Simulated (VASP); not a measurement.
# Al3BN2 (I-4m2) in VASP: relaxation of shape and atoms at fixed volume with PBE

Aim: the relaxation of shape and atoms at fixed volume of Al3BN2 with PBE.

Program: VASP 6.6.1. These are calculated values, not measurements. Logs are shortened: lines on timing, memory, paths and dates and some standing lists are left out, and cuts for length are marked.

### 1 The cell of the first run

The structure is tetragonal, space group I-4m2 (No. 119). The conventional cell has a = 3.071 Å, b = 3.071 Å, c = 15.549 Å, α = 90.00°, β = 90.00°, γ = 90.00°. Within 2.5 Å of Al (site symmetry -4m2) lie 4 N at 1.91 Å. Within 2.5 Å of Al (site symmetry 2mm) lie 2 N at 1.92 Å and 2 B at 2.22 Å. B (site symmetry -4m2) has 4 Al at 2.22 Å within 2.9 Å. Within 2.5 Å of N (site symmetry 2mm) lie 4 Al at 1.91 to 1.92 Å.

### 2 Relaxation of shape and atoms at fixed volume, PBE (12.22 Å³/atom)

Input file INCAR:

```
SYSTEM = Al3BN2
  ALGO = Normal
  EDIFF = 1E-7
  EDIFFG = -0.01
  ENCUT = 600
  GGA = PE
  GGA_COMPAT = .FALSE.
  IBRION = 2
  ISIF = 4
  ISMEAR = 0
  LASPH = .TRUE.
  LCHARG = .FALSE.
  LREAL = .FALSE.
  LWAVE = .FALSE.
  NELM = 120
  NELMIN = 4
  NSW = 50
  PREC = Accurate
  SIGMA = 0.1
```

Input file KPOINTS:

```
k-points
0
G
  14 14 14
  0 0 0
```

Input file POSCAR:

```
Al3BN2
1.0
   -1.5355137081      1.5355137081      7.7746598855
    1.5355137081     -1.5355137081      7.7746598855
    1.5355137081      1.5355137081     -7.7746598855
Al B N
3 1 2
Direct
    0.7500000000      0.2500000000      0.5000000000
    0.1029187847      0.6029187847      0.5000000000
    0.3970812153      0.8970812153      0.5000000000
    0.0000000000      0.0000000000      0.0000000000
    0.6769366065      0.6769366065      0.0000000000
    0.3230633935      0.3230633935      0.0000000000
```

Potentials or basis: VASP PAW PBE potentials, release 64 (Al, B, N).

Command:

```console
> cat potpaw_PBE.64/Al/POTCAR potpaw_PBE.64/B/POTCAR potpaw_PBE.64/N/POTCAR > POTCAR
> mpirun -np 1 vasp_std > vasp.out
```

OUTCAR:

```text
SYSTEM = Al3BN2
   EDIFF = 1E-7
   EDIFFG = -0.01
   ENCUT = 600
   GGA = PE
   IBRION = 2
   ISIF = 4
   ISMEAR = 0
   LASPH = .TRUE.
   LREAL = .FALSE.
   NELM = 120
   NELMIN = 4
   NSW = 50
   PREC = Accurate

 ion  position               nearest neighbor table
   1  0.750  0.250  0.500-   5 1.91   6 1.91   6 1.91   5 1.91   3 3.15   3 3.15   2 3.15   3 3.15
                             2 3.15   2 3.15   3 3.15   2 3.15
   2  0.103  0.603  0.500-   5 1.92   5 1.92   4 2.22   4 2.22   1 3.15   1 3.15   1 3.15   1 3.15

   3  0.397  0.897  0.500-   6 1.92   6 1.92   4 2.22   4 2.22   1 3.15   1 3.15   1 3.15   1 3.15

   4  0.000  0.000  0.000-   2 2.22   3 2.22   2 2.22   3 2.22
   5  0.677  0.677  0.000-   1 1.91   1 1.91   2 1.92   2 1.92
   6  0.323  0.323  0.000-   1 1.91   1 1.91   3 1.92   3 1.92

  LATTYP: Found a body centered tetragonal cell.
 ALAT       =     3.0710274162
 C/A-ratio  =     5.0632305296

  Lattice vectors:

 A1 = (  -1.5355137081,   1.5355137081,   7.7746598855)
 A2 = (   1.5355137081,  -1.5355137081,   7.7746598855)
 A3 = (   1.5355137081,   1.5355137081,  -7.7746598855)

Analysis of symmetry for initial positions (statically):
=====================================================================
 Subroutine PRICEL returns:
 Original cell was already a primitive cell.

 Routine SETGRP: Setting up the symmetry group for a
 body centered tetragonal supercell.

 Subroutine GETGRP returns: Found  8 space group operations
 (whereof  8 operations were pure point group operations)
 out of a pool of 16 trial point group operations.

The static configuration has the point symmetry D_2d.

Analysis of symmetry for dynamics (positions and initial velocities):
=====================================================================
 Subroutine PRICEL returns:
 Original cell was already a primitive cell.

 Routine SETGRP: Setting up the symmetry group for a
 body centered tetragonal supercell.

 Subroutine GETGRP returns: Found  8 space group operations
 (whereof  8 operations were pure point group operations)
 out of a pool of 16 trial point group operations.

The dynamic configuration has the point symmetry D_2d.

 Subroutine INISYM returns: Found  8 space group operations
 (whereof  8 operations are pure point group operations),
 and found     1 'primitive' translations

----------------------------------------------------------------------------------------

                                     Primitive cell

  volume of cell :      73.3244

  direct lattice vectors                    reciprocal lattice vectors
    -1.535513708  1.535513708  7.774659886     0.000000000  0.325623925  0.064311495
     1.535513708 -1.535513708  7.774659886     0.325623925  0.000000000  0.064311495
     1.535513708  1.535513708 -7.774659886     0.325623925  0.325623925  0.000000000

  length of vectors
     8.072232717  8.072232717  8.072232717     0.331914008  0.331914008  0.460501770

  position of ions in fractional coordinates (direct lattice)
     0.750000000  0.250000000  0.500000000
     0.102918785  0.602918785  0.500000000
     0.397081215  0.897081215  0.500000000
     0.000000000  0.000000000  0.000000000
     0.676936606  0.676936606  0.000000000
     0.323063394  0.323063394  0.000000000

  ion indices of the primitive-cell ions
   primitive index   ion index
                 1           1
                 2           2
                 3           3
                 4           4
                 5           5
                 6           6

----------------------------------------------------------------------------------------

 KPOINTS: k-points

Automatic generation of k-mesh.
 Grid dimensions read from file:
 generate k-points for:   14   14   14

 Generating k-lattice:

  Cartesian coordinates                     Fractional coordinates (reciprocal lattice)
     0.000000000  0.023258852  0.004593678     0.071428571  0.000000000  0.000000000
     0.023258852  0.000000000  0.004593678     0.000000000  0.071428571  0.000000000
     0.023258852  0.023258852  0.000000000     0.000000000  0.000000000  0.071428571

  Length of vectors
     0.023708143  0.023708143  0.032892984

  Shift w.r.t. Gamma in fractional coordinates (k-lattice)
     0.000000000  0.000000000  0.000000000

 Subroutine IBZKPT returns following result:
 ===========================================

 Found    244 irreducible k-points:

 Following reciprocal coordinates:
            Coordinates               Weight
  0.000000  0.000000  0.000000      1.000000
  0.071429  0.000000 -0.000000      8.000000
  0.142857  0.000000 -0.000000      8.000000
  0.214286  0.000000 -0.000000      8.000000
  0.285714  0.000000 -0.000000      8.000000
  0.357143  0.000000 -0.000000      8.000000
[... 16 lines left out ...]
  0.214286  0.142857 -0.000000     16.000000
  0.285714  0.142857 -0.000000     16.000000
 [... further k-points ...]
   k-points           NKPTS =    244   k-points in BZ     NKDIM =    244   number of bands    NBANDS=     15
   number of dos      NEDOS =    301   number of ions     NIONS =      6
   total plane-waves  NPLWV = 262144
   dimension x,y,z NGX =    64 NGY =   64 NGZ =   64
   dimension x,y,z NGXF=   128 NGYF=  128 NGZF=  128
   ions per type =               3   1   2
   NGX,Y,Z   is equivalent  to a cutoff of  13.18, 13.18, 13.18 a.u.
   NGXF,Y,Z  is equivalent  to a cutoff of  26.36, 26.36, 26.36 a.u.
 SYSTEM =  Al3BN2
   PREC   = accura    normal or accurate (medium, high low for compatibility)
   ISTART =      0    job   : 0-new  1-cont  2-samecut
   ICHARG =      2    charge: 1-file 2-atom 10-const
   ISPIN  =      1    spin polarized calculation?
   LNONCOLLINEAR =      F non collinear calculations
   LSORBIT =      F    spin-orbit coupling
   LASPH  =      T    aspherical Exc in radial PAW
   ENCUT  =  600.0 eV  44.10 Ry    6.64 a.u.  16.12 16.12 16.12*2*pi/ulx,y,z
   NELM   =    120;   NELMIN=  4; NELMDL= -5     # of ELM steps
   EDIFF  = 0.1E-06   stopping-criterion for ELM
   LREAL  =      F    real-space projection
   EDIFFG = -.1E-01   stopping-criterion for IOM
   NSW    =     50    number of steps for IOM
   IBRION =      2    ionic relax: 0-MD 1-quasi-New 2-CG
   NFREE  =      1    steps in history (QN), initial steepest desc. (CG)
   ISIF   =      4    stress and relaxation
   ISYM   =      2    0-nonsym 1-usesym 2-fastsym
   POTIM  = 0.5000    time-step for ionic-motion
   TEBEG  =    0.0;   TEEND  =   0.0 temperature during run
   PSTRESS=    0.0 pullay stress
   NELECT =      22.0000    total number of electrons
   NUPDOWN=      -1.0000    fix difference up-down
   EMIN   =  10.00;   EMAX   =-10.00  energy-range for DOS
   EFERMI =   0.00;   METHOD = LEGACY
   ISMEAR =     0;   SIGMA  =   0.10  broadening in eV -4-tet -1-fermi 0-gaus
   EFERMI_NEDOS =   21; number of points for ismear=-14 and -15
   IALGO  =     38    algorithm
   IMIX   =      4    mixing-type and parameters
     AMIX     =   0.40;   BMIX     =  1.00
     AMIX_MAG =   1.60;   BMIX_MAG =  1.00
  volume/ion in A,a.u.               =      12.22        82.47
  Fermi-wavevector in a.u.,A,eV,Ry     =   1.095972  2.071087 16.342701  1.201155
  Thomas-Fermi vector in A             =   2.232305
   LORBIT       =      0    0 simple, 1 ext, 2 COOP (PROOUT), +10 PAW based schemes
   GGA     = PE    functional components
   LHFCALC =     F    Hartree Fock is set to
   AEXX    =    0.0000 exact exchange contribution
   IVDW    =     0    specifies the selected vdW correction
   LEPSILON=     F    determine dielectric tensor
   LRPA    =     F    only Hartree local field effects (RPA)
 conjugate gradient relaxation of ions
 non-spin polarized calculation
 Gauss-broadening in eV      SIGMA  =   0.10
  energy-cutoff  :      600.00
  volume of cell :       73.32
 maximum number of plane-waves:      2476
   NGX = 33   NGY = 33   NGZ = 33

--------------------------------------- Ionic step        1  -------------------------------------------

 number of electron      22.0000000 magnetization

 Free energy of the ion-electron system (eV)
  ---------------------------------------------------
  ext. energy  EPLUGINS =         0.00000000
  ---------------------------------------------------
  free energy    TOTEN  =       -38.53875449 eV

  energy without entropy =      -38.53290992  energy(sigma->0) =      -38.53583221

------------------------ aborting loop because EDIFF is reached ----------------------------------------

  FORCE on cell =-STRESS in cart. coord.  units (eV):
  Direction    XX          YY          ZZ          XY          YZ          ZX
  --------------------------------------------------------------------------------------
  -------------------------------------------------------------------------------------
  Total       -1.9274298     -1.9274298     -2.4327247      0.0000000     -0.0000000      0.0000000
  in kB      -42.1153457    -42.1153457    -53.1563028      0.0000000     -0.0000000      0.0000000
  external PRESSURE =     -45.7956647 kB  Pullay stress =       0.0000000 kB
[... 145 lines left out ...]
  energy  without entropy=      -38.5350632504  energy(sigma->0) =      -38.53794234

--------------------------------------- Ionic step        5  -------------------------------------------

 number of electron      22.0000001 magnetization

 Free energy of the ion-electron system (eV)
  ---------------------------------------------------
  ext. energy  EPLUGINS =         0.00000000
  ---------------------------------------------------
  free energy    TOTEN  =       -38.54086049 eV

  energy without entropy =      -38.53509672  energy(sigma->0) =      -38.53797860

 E-fermi :   6.0942     XC(G=0): -10.3324

 val. band max:        6.0929715499   @ k =  -0.1429  -0.3571   0.1429
 cond. band min:       6.0988963791   @ k =  -0.4286   0.2857   0.0000
 fundamental gap:      0.0059248292
 Fermi energy:         6.0942086811

 k-point     1 :       0.0000    0.0000    0.0000
  band No.  band energies     occupation
      1      -9.9672      2.00000
      2      -8.7473      2.00000
      3      -3.0326      2.00000
      4       0.6306      2.00000
      5       0.9516      2.00000
      6       3.1856      2.00000
      7       3.1856      2.00000
      8       3.9618      2.00000
      9       3.9618      2.00000
     10       4.9447      2.00000
     11       7.8581      0.00000
     12       8.6395      0.00000
     13       8.7309      0.00000
     14       8.7309      0.00000
     15      13.1046      0.00000
[... 397 lines left out ...]
 k-point    24 :       0.2857    0.1429   -0.0000
  band No.  band energies     occupation
      1      -9.1510      2.00000
      2      -8.3352      2.00000
      3      -1.7967      2.00000
      4       0.0864      2.00000
      5       0.4718      2.00000
      6       1.8169      2.00000
      7       2.5457      2.00000
      8       3.1927      2.00000
      9       3.3610      2.00000
     10       4.5253      2.00000
     11       5.2566      2.00000
     12       7.7973      0.00000
     13      10.1889      0.00000
     14      11.0656      0.00000
     15      11.6044      0.00000

 [... further k-points ...]

------------------------ aborting loop because EDIFF is reached ----------------------------------------

  FORCE on cell =-STRESS in cart. coord.  units (eV):
  Direction    XX          YY          ZZ          XY          YZ          ZX
  --------------------------------------------------------------------------------------
  -------------------------------------------------------------------------------------
  Total       -1.9703828     -1.9703828     -1.9574453      0.0000000     -0.0000000      0.0000000
  in kB      -43.0538899    -43.0538899    -42.7711998      0.0000000     -0.0000000      0.0000000
  external PRESSURE =     -42.9596598 kB  Pullay stress =       0.0000000 kB
[... 21 lines left out ...]
  FREE ENERGIE OF THE ION-ELECTRON SYSTEM (eV)
  ---------------------------------------------------
  free  energy   TOTEN  =       -38.5408604920 eV

  energy  without entropy=      -38.5350967179  energy(sigma->0) =      -38.53797860

 reached required accuracy - stopping structural energy minimisation
```

Run time: 40 min. Hardware: 1 thread of Intel Xeon 6975P-C (Granite Rapids), shared host; peak memory 0.86 GiB.

What came out:

- Free energy: -38.5409 eV
- Energy gained by relaxing: 0.4 meV/atom
- Ionic steps: 5
- Pressure after relaxing: -4.3 GPa
- Largest force after relaxing: 0.005 eV/Å
- Band gap on the k mesh: zero (bands 11 and 12 overlap by 3.71 eV)

Forces in eV/Å, atoms in the order of the input:
```
Al   0.000  0.000  0.000
Al   0.000  0.000  0.005
Al   0.000  0.000 -0.005
B    0.000  0.000  0.000
N    0.000  0.000  0.002
N    0.000  0.000 -0.002
```

The path:
| step | energy change (eV) | largest force (eV/Å) | pressure (GPa) | volume (Å³) |
| --- | --- | --- | --- | --- |
| 1 | 0.0000 | 0.1171 | -4.58 | 73.32 |
| 2 | -0.0016 | 0.0674 | -4.40 | 73.32 |
| 3 | -0.0017 | 0.0841 | -4.34 | 73.32 |
| 4 | -0.0021 | 0.0244 | -4.28 | 73.32 |
| 5 | -0.0021 | 0.0050 | -4.30 | 73.32 |

Final structure:
```yaml
crystal:
  lattice:
    - [-1.53921, 1.53921, 7.73737]
    - [1.53921, -1.53921, 7.73737]
    - [1.53921, 1.53921, -7.73737]
  atoms:
    - { symbol: Al, position: [0.75000, 0.25000, 0.50000] }
    - { symbol: Al, position: [0.10339, 0.60339, 0.50000] }
    - { symbol: Al, position: [0.39661, 0.89661, 0.50000] }
    - { symbol: B, position: [0.00000, 0.00000, 0.00000] }
    - { symbol: N, position: [0.67719, 0.67719, 0.00000] }
    - { symbol: N, position: [0.32281, 0.32281, 0.00000] }
```
